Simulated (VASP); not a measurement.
# SnTe (F-43m) in VASP: settings compared

The runs below take SnTe through density of states, dielectric tensor, elastic constants, with LDA, PBEsol.

Program: VASP 6.6.1. These are calculated values, not measurements. Logs are shortened: lines on timing, memory, paths and dates and some standing lists are left out, and cuts for length are marked.

### Step 1. The cell of the first run

It takes space group F-43m (No. 216, cubic). Conventional cell: a = 7.222 Å, b = 7.222 Å, c = 7.222 Å, α = 90.00°, β = 90.00°, γ = 90.00°. Within 4.1 Å of Te (site symmetry -43m) lie 4 Sn at 3.13 Å. Sn (site symmetry -43m) has 4 Te at 3.13 Å within 4.1 Å.

### Step 2. Density of states, LDA

Input file POSCAR:

```
SnTe
1.0
    0.0000000000      3.6111460000      3.6111460000
    3.6111460000      0.0000000000      3.6111460000
    3.6111460000      3.6111460000      0.0000000000
Te Sn
1 1
Direct
    0.2500000000      0.2500000000      0.2500000000
    0.0000000000      0.0000000000      0.0000000000
```

Input file INCAR.step1:

```
ALGO = Normal
EDIFF = 1E-6
ENCUT = 520
GGA = CA
ISIF = 2
ISMEAR = -1
LASPH = True
LCHARG = True
LREAL = False
LWAVE = False
NBANDS = 17
NELM = 100
PREC = Accurate
SIGMA = 0.05
```

Input file KPOINTS.step1:

```
k-points
0
Gamma
  4 4 4
```

Input file INCAR.step2:

```
ALGO = Normal
EDIFF = 1E-6
ENCUT = 520
GGA = CA
ICHARG = 11
ISIF = 2
ISMEAR = -5
LASPH = True
LCHARG = False
LORBIT = 10
LREAL = False
LWAVE = False
NEDOS = 1001
NELM = 100
PREC = Accurate
SIGMA = 0.05
```

Input file KPOINTS.step2:

```
k-points
0
Gamma
  6 6 6
```

Potentials or basis: VASP PAW LDA potentials, release 64 (Te, Sn_d).

Started as:

```console
> cat potpaw_LDA.64/Te/POTCAR potpaw_LDA.64/Sn_d/POTCAR > POTCAR
> cp INCAR.step1 INCAR
> cp KPOINTS.step1 KPOINTS
> mpirun -np 1 vasp_std > vasp.out
> cp INCAR.step2 INCAR
> cp KPOINTS.step2 KPOINTS
> mpirun -np 1 vasp_std > vasp.out
```

OUTCAR:

```text
EDIFF = 1E-6
   ENCUT = 520
   GGA = CA
   ICHARG = 11
   ISIF = 2
   ISMEAR = -5
   LASPH = True
   LORBIT = 10
   LREAL = False
   NELM = 100
   PREC = Accurate

 ion  position               nearest neighbor table
   1  0.250  0.250  0.250-   2 3.13   2 3.13   2 3.13   2 3.13
   2  0.000  0.000  0.000-   1 3.13   1 3.13   1 3.13   1 3.13

  LATTYP: Found a face centered cubic cell.
 ALAT       =     7.2222920000

  Lattice vectors:

 A1 = (   0.0000000000,   3.6111460000,   3.6111460000)
 A2 = (   3.6111460000,   0.0000000000,   3.6111460000)
 A3 = (   3.6111460000,   3.6111460000,   0.0000000000)

Analysis of symmetry for initial positions (statically):
=====================================================================
 Subroutine PRICEL returns:
 Original cell was already a primitive cell.

 Routine SETGRP: Setting up the symmetry group for a
 face centered cubic supercell.

 Subroutine GETGRP returns: Found 24 space group operations
 (whereof 24 operations were pure point group operations)
 out of a pool of 48 trial point group operations.

The static configuration has the point symmetry T_d .

Analysis of symmetry for dynamics (positions and initial velocities):
=====================================================================
 Subroutine PRICEL returns:
 Original cell was already a primitive cell.

 Routine SETGRP: Setting up the symmetry group for a
 face centered cubic supercell.

 Subroutine GETGRP returns: Found 24 space group operations
 (whereof 24 operations were pure point group operations)
 out of a pool of 48 trial point group operations.

The dynamic configuration has the point symmetry T_d .

 Subroutine INISYM returns: Found 24 space group operations
 (whereof 24 operations are pure point group operations),
 and found     1 'primitive' translations

----------------------------------------------------------------------------------------

                                     Primitive cell

  volume of cell :      94.1814

  direct lattice vectors                    reciprocal lattice vectors
     0.000000000  3.611146000  3.611146000    -0.138460201  0.138460201  0.138460201
     3.611146000  0.000000000  3.611146000     0.138460201 -0.138460201  0.138460201
     3.611146000  3.611146000  0.000000000     0.138460201  0.138460201 -0.138460201

  length of vectors
     5.106931649  5.106931649  5.106931649     0.239820102  0.239820102  0.239820102

  position of ions in fractional coordinates (direct lattice)
     0.250000000  0.250000000  0.250000000
     0.000000000  0.000000000  0.000000000

  ion indices of the primitive-cell ions
   primitive index   ion index
                 1           1
                 2           2

----------------------------------------------------------------------------------------

 KPOINTS: k-points

Automatic generation of k-mesh.
 Grid dimensions read from file:
 generate k-points for:    6    6    6

 Generating k-lattice:

  Cartesian coordinates                     Fractional coordinates (reciprocal lattice)
    -0.023076700  0.023076700  0.023076700     0.166666667  0.000000000  0.000000000
     0.023076700 -0.023076700  0.023076700     0.000000000  0.166666667  0.000000000
     0.023076700  0.023076700 -0.023076700     0.000000000  0.000000000  0.166666667

  Length of vectors
     0.039970017  0.039970017  0.039970017

  Shift w.r.t. Gamma in fractional coordinates (k-lattice)
     0.000000000  0.000000000  0.000000000

 TETIRR: Found     35 inequivalent tetrahedra from     1296

 Subroutine IBZKPT returns following result:
 ===========================================

 Found     16 irreducible k-points:

 Following reciprocal coordinates:
            Coordinates               Weight
  0.000000  0.000000  0.000000      1.000000
  0.166667  0.000000  0.000000      8.000000
  0.333333  0.000000  0.000000      8.000000
  0.500000  0.000000  0.000000      4.000000
  0.166667  0.166667  0.000000      6.000000
  0.333333  0.166667  0.000000     24.000000
[... 8 lines left out ...]
 -0.333333  0.333333  0.166667     24.000000
 -0.333333  0.500000  0.166667     12.000000
   k-points           NKPTS =     16   k-points in BZ     NKDIM =     16   number of bands    NBANDS=     14
   number of dos      NEDOS =   1001   number of ions     NIONS =      2
   total plane-waves  NPLWV =  64000
   dimension x,y,z NGX =    40 NGY =   40 NGZ =   40
   dimension x,y,z NGXF=    80 NGYF=   80 NGZF=   80
   ions per type =               1   1
   NGX,Y,Z   is equivalent  to a cutoff of  13.02, 13.02, 13.02 a.u.
   NGXF,Y,Z  is equivalent  to a cutoff of  26.04, 26.04, 26.04 a.u.
 SYSTEM =  unknown system
   PREC   = accura    normal or accurate (medium, high low for compatibility)
   ISTART =      0    job   : 0-new  1-cont  2-samecut
   ICHARG =     11    charge: 1-file 2-atom 10-const
   ISPIN  =      1    spin polarized calculation?
   LNONCOLLINEAR =      F non collinear calculations
   LSORBIT =      F    spin-orbit coupling
   LASPH  =      T    aspherical Exc in radial PAW
   ENCUT  =  520.0 eV  38.22 Ry    6.18 a.u.   9.50  9.50  9.50*2*pi/ulx,y,z
   NELM   =    100;   NELMIN=  2; NELMDL=  0     # of ELM steps
   EDIFF  = 0.1E-05   stopping-criterion for ELM
   LREAL  =      F    real-space projection
   EDIFFG = 0.1E-04   stopping-criterion for IOM
   NSW    =      0    number of steps for IOM
   IBRION =     -1    ionic relax: 0-MD 1-quasi-New 2-CG
   NFREE  =      0    steps in history (QN), initial steepest desc. (CG)
   ISIF   =      2    stress and relaxation
   ISYM   =      2    0-nonsym 1-usesym 2-fastsym
   POTIM  = 0.5000    time-step for ionic-motion
   TEBEG  =    0.0;   TEEND  =   0.0 temperature during run
   PSTRESS=    0.0 pullay stress
   NELECT =      20.0000    total number of electrons
   NUPDOWN=      -1.0000    fix difference up-down
   EMIN   =  10.00;   EMAX   =-10.00  energy-range for DOS
   EFERMI =   0.00;   METHOD = LEGACY
   ISMEAR =    -5;   SIGMA  =   0.05  broadening in eV -4-tet -1-fermi 0-gaus
   EFERMI_NEDOS =   21; number of points for ismear=-14 and -15
   IALGO  =     38    algorithm
   IMIX   =      4    mixing-type and parameters
     AMIX     =   0.40;   BMIX     =  1.00
     AMIX_MAG =   1.60;   BMIX_MAG =  1.00
  volume/ion in A,a.u.               =      47.09       317.78
  Fermi-wavevector in a.u.,A,eV,Ry     =   0.976704  1.845704 12.979296  0.953951
  Thomas-Fermi vector in A             =   2.107344
   LORBIT       =     10    0 simple, 1 ext, 2 COOP (PROOUT), +10 PAW based schemes
   GGA     = CA    functional components
   LHFCALC =     F    Hartree Fock is set to
   AEXX    =    0.0000 exact exchange contribution
   IVDW    =     0    specifies the selected vdW correction
   LEPSILON=     F    determine dielectric tensor
   LRPA    =     F    only Hartree local field effects (RPA)
 non-spin polarized calculation
 Fermi weights with tetrahedron method with Bloechl corrections
  energy-cutoff  :      520.00
  volume of cell :       94.18
 maximum number of plane-waves:      2637
 NGX is ok and might be reduce to    40

 number of electron      19.9999999 magnetization

 Free energy of the ion-electron system (eV)
  ---------------------------------------------------
  ext. energy  EPLUGINS =         0.00000000
  ---------------------------------------------------
  free energy    TOTEN  =        -7.99576930 eV

  energy without entropy =       -7.99576930  energy(sigma->0) =       -7.99576930

 E-fermi :   2.7327     XC(G=0):  -7.8189

 val. band max:        2.7138197496   @ k =  -0.3333   0.5000   0.1667
 cond. band min:       2.9319643620   @ k =   0.5000   0.5000   0.0000
 fundamental gap:      0.2181446124
 Fermi energy:         2.7327228430

 k-point     1 :       0.0000    0.0000    0.0000
  band No.  band energies     occupation
      1     -18.7869      2.00000
      2     -18.7869      2.00000
      3     -18.7869      2.00000
      4     -18.7756      2.00000
      5     -18.7756      2.00000
      6      -8.6785      2.00000
      7      -2.3790      2.00000
      8       0.9817      2.00000
      9       0.9817      2.00000
     10       0.9817      2.00000
     11       3.8876      0.00000
     12       3.8876      0.00000
     13       3.8876      0.00000
     14       6.7994      0.00000

 k-point     2 :       0.1667    0.0000    0.0000
  band No.  band energies     occupation
      1     -18.7872      2.00000
      2     -18.7865      2.00000
      3     -18.7865      2.00000
      4     -18.7756      2.00000
      5     -18.7756      2.00000
      6      -8.5651      2.00000
      7      -2.8826      2.00000
      8       0.8197      2.00000
      9       0.8197      2.00000
     10       1.0584      2.00000
     11       4.1206      0.00000
     12       4.1555      0.00000
     13       4.1555      0.00000
     14       7.5970      0.00000

 k-point     3 :       0.3333    0.0000    0.0000
  band No.  band energies     occupation
      1     -18.7879      2.00000
      2     -18.7858      2.00000
      3     -18.7858      2.00000
      4     -18.7755      2.00000
      5     -18.7755      2.00000
      6      -8.3028      2.00000
      7      -3.7403      2.00000
      8       0.5586      2.00000
      9       0.5586      2.00000
     10       0.9215      2.00000
     11       4.5537      0.00000
     12       4.5537      0.00000
     13       5.2386      0.00000
     14       8.2218      0.00000
[... 188 lines left out ...]
 k-point    15 :      -0.3333    0.3333    0.1667
  band No.  band energies     occupation
      1     -18.7889      2.00000
      2     -18.7852      2.00000
      3     -18.7844      2.00000
      4     -18.7758      2.00000
      5     -18.7752      2.00000
      6      -7.9879      2.00000
      7      -4.3782      2.00000
      8      -0.5687      2.00000
      9      -0.0507      2.00000
     10       2.5064      2.00000
     11       4.3422      0.00000
     12       5.1808      0.00000
     13       5.9166      0.00000
     14       7.7530      0.00000

 k-point    16 :      -0.3333    0.5000    0.1667
  band No.  band energies     occupation
      1     -18.7895      2.00000
      2     -18.7848      2.00000
      3     -18.7840      2.00000
      4     -18.7761      2.00000
      5     -18.7750      2.00000
      6      -7.9297      2.00000
      7      -4.4811      2.00000
      8      -0.4206      2.00000
      9      -0.3520      2.00000
     10       2.7138      2.00000
     11       3.6925      0.00000
     12       5.6442      0.00000
     13       6.1811      0.00000
     14       8.1073      0.00000

------------------------ aborting loop because EDIFF is reached ----------------------------------------

  FORCE on cell =-STRESS in cart. coord.  units (eV):
  Direction    XX          YY          ZZ          XY          YZ          ZX
  --------------------------------------------------------------------------------------
  -------------------------------------------------------------------------------------
  Total       -1.0254202     -1.0254202     -1.0254202     -0.0000000      0.0000000      0.0000000
  in kB      -17.4440500    -17.4440500    -17.4440500     -0.0000000      0.0000000      0.0000000
  external PRESSURE =     -17.4440500 kB  Pullay stress =       0.0000000 kB

 VOLUME and BASIS-vectors are now :
 -----------------------------------------------------------------------------
  energy-cutoff  :      520.00
  volume of cell :       94.18
      direct lattice vectors                 reciprocal lattice vectors
     0.000000000  3.611146000  3.611146000    -0.138460201  0.138460201  0.138460201
     3.611146000  0.000000000  3.611146000     0.138460201 -0.138460201  0.138460201
     3.611146000  3.611146000  0.000000000     0.138460201  0.138460201 -0.138460201

 POSITION                                       TOTAL-FORCE (eV/Angst)
 -----------------------------------------------------------------------------------
      1.80557      1.80557      1.80557        -0.000000     -0.000000      0.000000
      0.00000      0.00000      0.00000         0.000000      0.000000     -0.000000
 -----------------------------------------------------------------------------------
    total drift:                               -0.000000     -0.000000     -0.000000

  FREE ENERGIE OF THE ION-ELECTRON SYSTEM (eV)
  ---------------------------------------------------
  free  energy   TOTEN  =        -7.9957693030 eV

  energy  without entropy=       -7.9957693030  energy(sigma->0) =       -7.99576930

 total charge

# of ion       s       p       d       tot
------------------------------------------
    1        1.401   1.965   0.016   3.381
    2        1.405   0.699   9.955  12.059
--------------------------------------------------
tot          2.806   2.663   9.971  15.440
```

Wall time 12 s (1 thread of Intel Xeon 6975P-C (Granite Rapids), shared host); peak memory 0.19 GiB.

What came out:

| Quantity | Value |
| --- | --- |
| Valence electrons inside the program's atomic spheres | Te 3.38; Sn 12.06 |

Caveat: spin-orbit coupling is left out, which moves the levels of the heavy elements.

[end of part 1 of 2]
